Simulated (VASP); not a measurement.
# TaN (P1) in VASP: further runs

TaN is run at these levels: PBE; tasks: single point.

Everything below comes from runs of VASP 6.6.1. Logs are shortened: lines on timing, memory, paths and dates and some standing lists are left out, and cuts for length are marked.

## Step 1: The cell of the first run

The typed cell holds 12 atoms: a = 5.457 Å, b = 5.457 Å, c = 6.108 Å, α = 90.00°, β = 90.00°, γ = 120.00°.

## Step 2: Single point, PBE

Contents of INCAR:

```
SYSTEM = TaN
ALGO = Normal ; EDIFF = 1E-6
ENCUT = 520 ; GGA = PE
ISIF = 2 ; ISMEAR = -1
LASPH = .TRUE. ; LCHARG = .FALSE.
LREAL = .FALSE. ; LWAVE = .FALSE.
NBANDS = 60 ; NELM = 80
PREC = Accurate ; SIGMA = 0.17
```

Contents of KPOINTS:

```
k-points
0
G
  2 2 2
  0 0 0
```

Contents of POSCAR:

```
TaN
1.0
    5.4568860000      0.0000000000      0.0000000000
   -2.7284430000      4.7258020000      0.0000000000
    0.0000000000      0.0000000000      6.1075020000
Ta N
6 6
Direct
    0.0427082126      0.0514410041     -0.0544739895
    0.3719001710      0.6923057716      0.2172901458
    0.6854195607      0.3251511595      0.2479737215
    0.0092453994      0.0253078737      0.4360538891
    0.3161265852      0.7094033986      0.7240603441
    0.6666677965      0.3788351691      0.7254357019
    0.4050638163      0.0316983234     -0.0532787382
    0.6399369910      0.6352572537     -0.0327793589
    0.0047666246      0.3883573624     -0.0114121944
    0.3886455074      0.0028566580      0.4743019323
    0.6665153664      0.6431500939      0.4367906879
    0.0581385888      0.4124167707      0.4769216613
```

Potentials or basis: VASP PAW PBE potentials, release 64 (Ta_pv, N).

On the command line:

```
$ cat potpaw_PBE.64/Ta_pv/POTCAR potpaw_PBE.64/N/POTCAR > POTCAR
$ mpirun -np 1 vasp_std > vasp.out
```

OUTCAR:

```text
SYSTEM = TaN
   EDIFF = 1E-6
   ENCUT = 520
   GGA = PE
   ISIF = 2
   ISMEAR = -1
   LASPH = .TRUE.
   LREAL = .FALSE.
   NELM = 80
   PREC = Accurate

 ion  position               nearest neighbor table
   1  0.043  0.051  0.946-   9 1.97   7 2.03   8 2.24   4 3.00   4 3.12   5 3.21   6 3.24   5 3.40
                             2 3.45   6 3.46   3 3.52   3 3.56   2 3.58   6 3.59
   2  0.372  0.692  0.217-  11 2.21   8 2.24  12 2.27  10 2.28   9 2.32   7 2.42   3 3.00   5 3.03
                             5 3.12   3 3.23   3 3.25   4 3.30   4 3.43   1 3.45   4 3.55   1 3.58
   3  0.685  0.325  0.248-  11 2.13  10 2.19   9 2.25  12 2.31   7 2.42   8 2.51   6 2.94   2 3.00
                             4 3.16   6 3.21   2 3.23   2 3.25   4 3.40   4 3.51   1 3.52   1 3.56
   4  0.009  0.025  0.436-  11 1.99  12 2.01  10 2.15   1 3.00   1 3.12   3 3.16   2 3.30   3 3.40
                             2 3.43   5 3.43   3 3.51   6 3.53   2 3.55   6 3.58
   5  0.316  0.709  0.724-   7 2.08  10 2.10  12 2.15   9 2.36   8 2.49   2 3.03   6 3.07   2 3.12
                             6 3.16   1 3.21   6 3.22   1 3.40   4 3.43
   6  0.667  0.379  0.725-   8 2.09   7 2.18  11 2.28  10 2.40   9 2.43  12 2.55   3 2.94   5 3.07
                             5 3.16   3 3.21   5 3.22   1 3.24   1 3.46   4 3.53   4 3.58   1 3.59
   7  0.405  0.032  0.947-   1 2.03   5 2.08   6 2.18   3 2.42   2 2.42
   8  0.640  0.635  0.967-   6 2.09   1 2.24   2 2.24   5 2.49   3 2.51
   9  0.005  0.388  0.989-   1 1.97   3 2.25   2 2.32   5 2.36   6 2.43
  10  0.389  0.003  0.474-   5 2.10   4 2.15   3 2.19   2 2.28   6 2.40
  11  0.667  0.643  0.437-   4 1.99   3 2.13   2 2.21   6 2.28
  12  0.058  0.412  0.477-   4 2.01   5 2.15   2 2.27   3 2.31   6 2.55

  LATTYP: Found a hexagonal cell.
 ALAT       =     5.4568860000
 C/A-ratio  =     1.1192284391

  Lattice vectors:

 A1 = (   5.4568860000,   0.0000000000,   0.0000000000)
 A2 = (  -2.7284430000,   4.7258020000,   0.0000000000)
 A3 = (   0.0000000000,   0.0000000000,   6.1075020000)

Analysis of symmetry for initial positions (statically):
=====================================================================
 Subroutine PRICEL returns:
 Original cell was already a primitive cell.

 Routine SETGRP: Setting up the symmetry group for a
 hexagonal supercell.

 Subroutine GETGRP returns: Found  1 space group operations
 (whereof  1 operations were pure point group operations)
 out of a pool of 24 trial point group operations.

The static configuration has the point symmetry C_1 .

Analysis of symmetry for dynamics (positions and initial velocities):
=====================================================================
 Subroutine PRICEL returns:
 Original cell was already a primitive cell.

 Routine SETGRP: Setting up the symmetry group for a
 hexagonal supercell.

 Subroutine GETGRP returns: Found  1 space group operations
 (whereof  1 operations were pure point group operations)
 out of a pool of 24 trial point group operations.

The dynamic configuration has the point symmetry C_1 .

 Subroutine INISYM returns: Found  1 space group operations
 (whereof  1 operations are pure point group operations),
 and found     1 'primitive' translations

----------------------------------------------------------------------------------------

                                     Primitive cell

  volume of cell :     157.5013

  direct lattice vectors                    reciprocal lattice vectors
     5.456886000  0.000000000  0.000000000     0.183254699  0.105802147  0.000000000
    -2.728443000  4.725802000  0.000000000     0.000000000  0.211604295  0.000000000
     0.000000000  0.000000000  6.107502000     0.000000000  0.000000000  0.163733061

  length of vectors
     5.456886000  5.456886085  6.107502000     0.211604298  0.211604295  0.163733061

  position of ions in fractional coordinates (direct lattice)
     0.042708213  0.051441004  0.945526010
     0.371900171  0.692305772  0.217290146
     0.685419561  0.325151160  0.247973722
     0.009245399  0.025307874  0.436053889
     0.316126585  0.709403399  0.724060344
     0.666667797  0.378835169  0.725435702
     0.405063816  0.031698323  0.946721262
     0.639936991  0.635257254  0.967220641
     0.004766625  0.388357362  0.988587806
     0.388645507  0.002856658  0.474301932
     0.666515366  0.643150094  0.436790688
     0.058138589  0.412416771  0.476921661

  ion indices of the primitive-cell ions
   primitive index   ion index
                 1           1
                 2           2
                 3           3
                 4           4
                 5           5
                 6           6
                 7           7
                 8           8
                 9           9
                10          10
                11          11
                12          12

----------------------------------------------------------------------------------------

 KPOINTS: k-points

Automatic generation of k-mesh.
 Grid dimensions read from file:
 generate k-points for:    2    2    2

 Generating k-lattice:

  Cartesian coordinates                     Fractional coordinates (reciprocal lattice)
     0.091627349  0.052901074  0.000000000     0.500000000  0.000000000  0.000000000
     0.000000000  0.105802147  0.000000000     0.000000000  0.500000000  0.000000000
     0.000000000  0.000000000  0.081866531     0.000000000  0.000000000  0.500000000

  Length of vectors
     0.105802149  0.105802147  0.081866531

  Shift w.r.t. Gamma in fractional coordinates (k-lattice)
     0.000000000  0.000000000  0.000000000

 Subroutine IBZKPT returns following result:
 ===========================================

 Found      8 irreducible k-points:

 Following reciprocal coordinates:
            Coordinates               Weight
  0.000000  0.000000  0.000000      1.000000
  0.500000 -0.000000  0.000000      1.000000
  0.000000  0.500000  0.000000      1.000000
  0.500000  0.500000  0.000000      1.000000
  0.000000  0.000000  0.500000      1.000000
  0.500000 -0.000000  0.500000      1.000000
  0.000000  0.500000  0.500000      1.000000
  0.500000  0.500000  0.500000      1.000000
   k-points           NKPTS =      8   k-points in BZ     NKDIM =      8   number of bands    NBANDS=     60
   number of dos      NEDOS =    301   number of ions     NIONS =     12
   total plane-waves  NPLWV =  84672
   dimension x,y,z NGX =    42 NGY =   42 NGZ =   48
   dimension x,y,z NGXF=    84 NGYF=   84 NGZF=   96
   ions per type =               6   6
   NGX,Y,Z   is equivalent  to a cutoff of  12.80, 12.80, 13.07 a.u.
   NGXF,Y,Z  is equivalent  to a cutoff of  25.59, 25.59, 26.13 a.u.
 SYSTEM =  TaN
   PREC   = accura    normal or accurate (medium, high low for compatibility)
   ISTART =      0    job   : 0-new  1-cont  2-samecut
   ICHARG =      2    charge: 1-file 2-atom 10-const
   ISPIN  =      1    spin polarized calculation?
   LNONCOLLINEAR =      F non collinear calculations
   LSORBIT =      F    spin-orbit coupling
   LASPH  =      T    aspherical Exc in radial PAW
   ENCUT  =  520.0 eV  38.22 Ry    6.18 a.u.  10.15 10.15 11.36*2*pi/ulx,y,z
   NELM   =     80;   NELMIN=  2; NELMDL= -5     # of ELM steps
   EDIFF  = 0.1E-05   stopping-criterion for ELM
   LREAL  =      F    real-space projection
   EDIFFG = 0.1E-04   stopping-criterion for IOM
   NSW    =      0    number of steps for IOM
   IBRION =     -1    ionic relax: 0-MD 1-quasi-New 2-CG
   NFREE  =      0    steps in history (QN), initial steepest desc. (CG)
   ISIF   =      2    stress and relaxation
   ISYM   =      2    0-nonsym 1-usesym 2-fastsym
   POTIM  = 0.5000    time-step for ionic-motion
   TEBEG  =    0.0;   TEEND  =   0.0 temperature during run
   PSTRESS=    0.0 pullay stress
   NELECT =      96.0000    total number of electrons
   NUPDOWN=      -1.0000    fix difference up-down
   EMIN   =  10.00;   EMAX   =-10.00  energy-range for DOS
   EFERMI =   0.00;   METHOD = LEGACY
   ISMEAR =    -1;   SIGMA  =   0.17  broadening in eV -4-tet -1-fermi 0-gaus
   EFERMI_NEDOS =   21; number of points for ismear=-14 and -15
   IALGO  =     38    algorithm
   IMIX   =      4    mixing-type and parameters
     AMIX     =   0.40;   BMIX     =  1.00
     AMIX_MAG =   1.60;   BMIX_MAG =  1.00
  volume/ion in A,a.u.               =      13.13        88.57
  Fermi-wavevector in a.u.,A,eV,Ry     =   1.388046  2.623027 26.213965  1.926672
  Thomas-Fermi vector in A             =   2.512209
   LORBIT       =      0    0 simple, 1 ext, 2 COOP (PROOUT), +10 PAW based schemes
   GGA     = PE    functional components
   LHFCALC =     F    Hartree Fock is set to
   AEXX    =    0.0000 exact exchange contribution
   IVDW    =     0    specifies the selected vdW correction
   LEPSILON=     F    determine dielectric tensor
   LRPA    =     F    only Hartree local field effects (RPA)
 non-spin polarized calculation
  energy-cutoff  :      520.00
  volume of cell :      157.50
 maximum number of plane-waves:      4256
 NGX is ok and might be reduce to    42
   NGX = 21   NGY = 21   NGZ = 23

 number of electron      96.0000003 magnetization

 Free energy of the ion-electron system (eV)
  ---------------------------------------------------
  ext. energy  EPLUGINS =         0.00000000
  ---------------------------------------------------
  free energy    TOTEN  =      -130.58248948 eV

  energy without entropy =     -130.24994369  energy(sigma->0) =     -130.41621658

 E-fermi :   6.5320     XC(G=0): -12.1996

 val. band max:        6.4362041938   @ k =   0.5000  -0.0000   0.5000
 cond. band min:       6.7042732130   @ k =   0.5000   0.5000   0.0000
 fundamental gap:      0.2680690192
 Fermi energy:         6.5319820127

 k-point     1 :       0.0000    0.0000    0.0000
  band No.  band energies     occupation
      1     -29.6015      2.00000
      2     -29.5008      2.00000
      3     -29.4470      2.00000
      4     -29.3774      2.00000
      5     -29.3559      2.00000
      6     -29.3055      2.00000
[... 52 lines left out ...]
     59       8.9654      0.00000
     60       9.3044      0.00000

 k-point     2 :       0.5000   -0.0000    0.0000
  band No.  band energies     occupation
      1     -29.5844      2.00000
      2     -29.5298      2.00000
      3     -29.4632      2.00000
      4     -29.3670      2.00000
      5     -29.3349      2.00000
      6     -29.2796      2.00000
[... 52 lines left out ...]
     59       9.4943      0.00000
     60       9.7548      0.00000

 k-point     3 :       0.0000    0.5000    0.0000
  band No.  band energies     occupation
      1     -29.5731      2.00000
      2     -29.5425      2.00000
      3     -29.4278      2.00000
      4     -29.3702      2.00000
      5     -29.3419      2.00000
      6     -29.3042      2.00000
[... 52 lines left out ...]
     59       9.4454      0.00000
     60       9.6122      0.00000

 k-point     4 :       0.5000    0.5000    0.0000
  band No.  band energies     occupation
      1     -29.5881      2.00000
      2     -29.5291      2.00000
      3     -29.4658      2.00000
      4     -29.3718      2.00000
      5     -29.3270      2.00000
      6     -29.2740      2.00000
[... 52 lines left out ...]
     59       9.4144      0.00000
     60       9.6295      0.00000

 k-point     5 :       0.0000    0.0000    0.5000
  band No.  band energies     occupation
      1     -29.4395      2.00000
      2     -29.4173      2.00000
      3     -29.4001      2.00000
      4     -29.3666      2.00000
      5     -29.3433      2.00000
      6     -29.3362      2.00000
[... 52 lines left out ...]
     59       8.7781      0.00000
     60       9.0844      0.00000

 k-point     6 :       0.5000   -0.0000    0.5000
  band No.  band energies     occupation
      1     -29.4423      2.00000
      2     -29.4304      2.00000
      3     -29.4017      2.00000
      4     -29.3508      2.00000
      5     -29.3248      2.00000
      6     -29.3151      2.00000
[... 52 lines left out ...]
     59       9.1202      0.00000
     60       9.4526      0.00000

 k-point     7 :       0.0000    0.5000    0.5000
  band No.  band energies     occupation
      1     -29.4341      2.00000
      2     -29.4126      2.00000
      3     -29.3749      2.00000
      4     -29.3567      2.00000
      5     -29.3454      2.00000
      6     -29.3266      2.00000
[... 52 lines left out ...]
     59       9.3366      0.00000
     60       9.4453      0.00000

 k-point     8 :       0.5000    0.5000    0.5000
  band No.  band energies     occupation
      1     -29.4368      2.00000
      2     -29.4293      2.00000
      3     -29.4104      2.00000
      4     -29.3734      2.00000
      5     -29.3184      2.00000
      6     -29.3011      2.00000
[... 52 lines left out ...]
     59       9.0532      0.00000
     60       9.1732      0.00000

------------------------ aborting loop because EDIFF is reached ----------------------------------------

  FORCE on cell =-STRESS in cart. coord.  units (eV):
  Direction    XX          YY          ZZ          XY          YZ          ZX
  --------------------------------------------------------------------------------------
  -------------------------------------------------------------------------------------
  Total      -20.6680387    -18.1165911    -18.1617228     -2.6845859      1.4845060     -2.2419372
  in kB     -210.2450732   -184.2905406   -184.7496420    -27.3088790     15.1010976    -22.8060466
  external PRESSURE =    -193.0950853 kB  Pullay stress =       0.0000000 kB

 VOLUME and BASIS-vectors are now :
 -----------------------------------------------------------------------------
  energy-cutoff  :      520.00
  volume of cell :      157.50
      direct lattice vectors                 reciprocal lattice vectors
     5.456886000  0.000000000  0.000000000     0.183254699  0.105802147  0.000000000
    -2.728443000  4.725802000  0.000000000     0.000000000  0.211604295  0.000000000
     0.000000000  0.000000000  6.107502000     0.000000000  0.000000000  0.163733061

 POSITION                                       TOTAL-FORCE (eV/Angst)
 -----------------------------------------------------------------------------------
      0.09270      0.24310      5.77480        -1.317611     -2.673591      0.843409
      0.14050      3.27170      1.32710         0.144505     -0.698379      0.146523
      2.85310      1.53660      1.51450        -0.044074      1.031485     -2.501173
     -0.01860      0.11960      2.66320         2.372346      0.006973      1.494588
     -0.21050      3.35250      4.42220         2.098111     -1.165419     -0.074008
      2.60430      1.79030      4.43060         1.465373     -0.256324      0.065341
      2.12390      0.14980      5.78210         0.155039      0.206074      1.510737
      1.75880      3.00210      5.90730        -0.611415      1.073211      0.046261
     -1.03360      1.83530      6.03780        -0.618660      2.266127     -0.628534
      2.11300      0.01350      2.89680         0.142157      1.082659     -0.638750
      1.88230      3.03940      2.66770        -1.287453     -1.422568      0.795613
     -0.80800      1.94900      2.91280        -2.498318      0.549752     -1.060006
 -----------------------------------------------------------------------------------
    total drift:                                0.000152      0.000052      0.000028

  FREE ENERGIE OF THE ION-ELECTRON SYSTEM (eV)
  ---------------------------------------------------
  free  energy   TOTEN  =      -130.5824894758 eV

  energy  without entropy=     -130.2499436888  energy(sigma->0) =     -130.41621658
```

Wall time 2.5 min (1 thread of Intel Xeon Platinum 8375C at 2.90GHz (Ice Lake), shared host); peak memory 0.29 GiB.

What came out:

```
Free energy            : -130.5825 eV
Pressure               : -19.3 GPa
Largest force          : 3.098 eV/Å
Band gap on the k mesh : 0.27 eV (least direct gap 0.38 eV)
```

Forces in eV/Å, atoms in the order of the input:
```
Ta  -1.318 -2.674  0.843
Ta   0.145 -0.698  0.147
Ta  -0.044  1.031 -2.501
Ta   2.372  0.007  1.495
Ta   2.098 -1.165 -0.074
Ta   1.465 -0.256  0.065
N    0.155  0.206  1.511
N   -0.611  1.073  0.046
N   -0.619  2.266 -0.629
N    0.142  1.083 -0.639
N   -1.287 -1.423  0.796
N   -2.498  0.550 -1.060
```

Caveat: the k points lie up to 0.66 Å⁻¹ apart; spin-orbit coupling is left out, which moves the levels of the heavy elements; forces of over 1 eV/Å act on the atoms, so gaps and moduli don't describe the material at rest.

## Step 3: Single point, PBE

Contents of INCAR:

```
ALGO     = Normal         # electronic algorithm
EDIFF    = 1E-7           # SCF threshold, eV
ENCUT    = 520            # plane-wave cutoff, eV
GGA      = PE             # functional
ISIF     = 2              # what is computed and relaxed
ISMEAR   = -1             # smearing method
LASPH    = True           # aspherical terms in the spheres
LCHARG   = False          # write CHGCAR
LREAL    = False          # projectors in reciprocal space
LWAVE    = False          # write WAVECAR
NBANDS   = 60             # bands
NELM     = 100            # most SCF steps
PREC     = Accurate       # precision mode
SIGMA    = 0.17           # smearing width, eV
```

Contents of KPOINTS:

```
k-points
0
Gamma
  2 2 2
```

Contents of POSCAR:

```
TaN
1.0
    5.4568860000      0.0000000000      0.0000000000
   -2.7284430000      4.7258020000      0.0000000000
    0.0000000000      0.0000000000      6.1075020000
Ta N
6 6
Direct
    0.0349986562      0.0509754746     -0.0438149672
    0.3809093747      0.7231153569      0.2169626797
    0.6279727782      0.3100214524      0.2417191186
    0.0383838233      0.0602014219      0.4308799244
    0.3135954533      0.6614961863      0.7260415142
    0.7006584356      0.3685300400      0.7269092994
    0.4275931206      0.0647720747     -0.0748096358
    0.6377600364      0.6778531983     -0.0522308466
   -0.0062950426      0.3784754418     -0.0273434213
    0.3771921178      0.0181768089      0.4798197364
    0.6161077123      0.6662149620      0.4925254220
    0.0534663536      0.4125648937      0.4419482793
```

Potentials or basis: VASP PAW PBE potentials, release 64 (Ta_pv, N).

On the command line:

```
$ cat potpaw_PBE.64/Ta_pv/POTCAR potpaw_PBE.64/N/POTCAR > POTCAR
$ mpirun -np 1 vasp_std > vasp.out
```

It took 3.6 min on 1 thread of Intel Xeon Platinum 8375C at 2.90GHz (Ice Lake), shared host; peak memory 0.29 GiB.

The run converged. Its results:

```
Free energy            : -129.4186 eV
Pressure               : -16.2 GPa
Largest force          : 4.187 eV/Å
Band gap on the k mesh : zero (bands 48 and 49 overlap by 0.26 eV)
```

Forces on the atoms (eV/Å):
```
Ta   0.594 -2.318  0.013
Ta   0.235 -1.318  0.344
Ta   1.114  2.366 -2.356
Ta  -0.930 -3.824  1.429
Ta   1.433  2.283 -0.823
Ta  -1.502  0.992 -1.397
N   -0.912 -2.124  2.707
N    0.103 -1.054  0.682
N   -0.688  2.936 -0.343
N    2.044  0.248  0.226
N    1.580 -0.456 -1.523
N   -3.069  2.269  1.041
```

Stress tensor (GPa, compression positive):
```
-16.60  -2.59   0.55
 -2.59 -14.94  -2.00
  0.55  -2.00 -16.99
```

Levels at points of the mesh, in eV from the Fermi level:
| k point | band 46 | band 47 | band 48 | band 49 | band 50 | band 51 |
| --- | --- | --- | --- | --- | --- | --- |
| (0.00, 0.00, 0.00) | -1.10 | -0.90 | 0.05 | 0.55 | 0.87 | 1.03 |
| (0.50, 0.00, 0.00) | -1.77 | -1.18 | -0.50 | 0.24 | 0.77 | 1.00 |
| (0.00, 0.50, 0.00) | -1.65 | -1.33 | -0.10 | 0.20 | 0.87 | 1.22 |
| (0.50, 0.50, 0.00) | -1.67 | -1.11 | -0.04 | 0.37 | 0.55 | 1.23 |
| (0.00, 0.00, 0.50) | -1.18 | -0.90 | -0.37 | 0.29 | 0.48 | 0.98 |
| (0.50, 0.00, 0.50) | -1.32 | -1.23 | -0.46 | -0.21 | 0.74 | 0.88 |
| (0.00, 0.50, 0.50) | -1.17 | -0.70 | 0.02 | 0.07 | 0.35 | 0.91 |
| (0.50, 0.50, 0.50) | -1.09 | -0.55 | -0.40 | 0.44 | 0.64 | 0.69 |

Caveat: the k points lie up to 0.66 Å⁻¹ apart; the atoms stand as in a frame of molecular dynamics; spin-orbit coupling is left out, which moves the levels of the heavy elements; forces of over 1 eV/Å act on the atoms, so gaps and moduli don't describe the material at rest.
